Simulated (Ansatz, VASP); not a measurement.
## Two plane-wave programs on GaN

The input INCAR:

```
PREC = Accurate
ENCUT = 520
EDIFF = 1E-7
ISMEAR = 0
SIGMA = 0.05
LREAL = False
LASPH = True
NELM = 150
ALGO = Normal
ISIF = 2
LWAVE = False
LCHARG = True
MAGMOM = 0 0 0 0 0 0
LORBIT = 11
LSORBIT = True
GGA_COMPAT = False
LORBMOM = True
GGA = PE
LVHAR = True
NBANDS = 30
```

KPOINTS

```
regular mesh
0
Gamma
  16 16 16
```

POSCAR

```
GaN
1.0
    0.0000000000      2.2535006100      2.2535006100
    2.2535006100      0.0000000000      2.2535006100
    2.2535006100      2.2535006100      0.0000000000
Ga N
1 1
Direct
    0.0000000000      0.0000000000      0.0000000000
    0.2500000000      0.2500000000      0.2500000000
```

Input for Ansatz:

```yaml
crystal:
  lattice:
    - [0.0, 2.25350061, 2.25350061]
    - [2.25350061, 0.0, 2.25350061]
    - [2.25350061, 2.25350061, 0.0]
  atoms:
    - { symbol: Ga, position: [0.0, 0.0, 0.0] }
    - { symbol: "N", position: [0.25, 0.25, 0.25] }
basis:
  ecutwfc: 420
kpoints:
  mp_grid: { grid: [16, 16, 16] }
hamiltonian:
  xc: pbe
scf:
  occupations: { method: gaussian, width: 0.05 }
output:
  forces: true
  eigenvalues: true
  eigenstates:
    nscf_kmesh: { grid: [28, 28, 28] }
    top_band: c12
    de_dk: true
    localisation: true
  stress: true
checkpoint:
  write: ck
  compress: false
  write_wavefunctions: false
  write_every: 100000
magnetization:
  noncollinear: true
  spin_orbit: true
```

Alike in both runs: task single point; functional PBE; k mesh 16 × 16 × 16; occupations gaussian, width 0.05 eV; non-collinear spin, spin-orbit coupling.

|  | VASP | Ansatz |
| --- | --- | --- |
| version | VASP 6.6.1 | Ansatz 0.2.0 |
| potentials or method | VASP PAW PBE potentials, release 64 (Ga_d, N), cutoff 520 eV | plane waves, PAW |
| valence electrons in the cell | 18 | 18 |

Ansatz gave:

| Item | Value |
| --- | --- |
| pressure (GPa) | 5.0 |
| net moment per atom (μB) | 0.00 |

Q: What did VASP give for the same quantities?

A: Pressure (GPa): 5.1; net moment per atom (μB): 0.00.
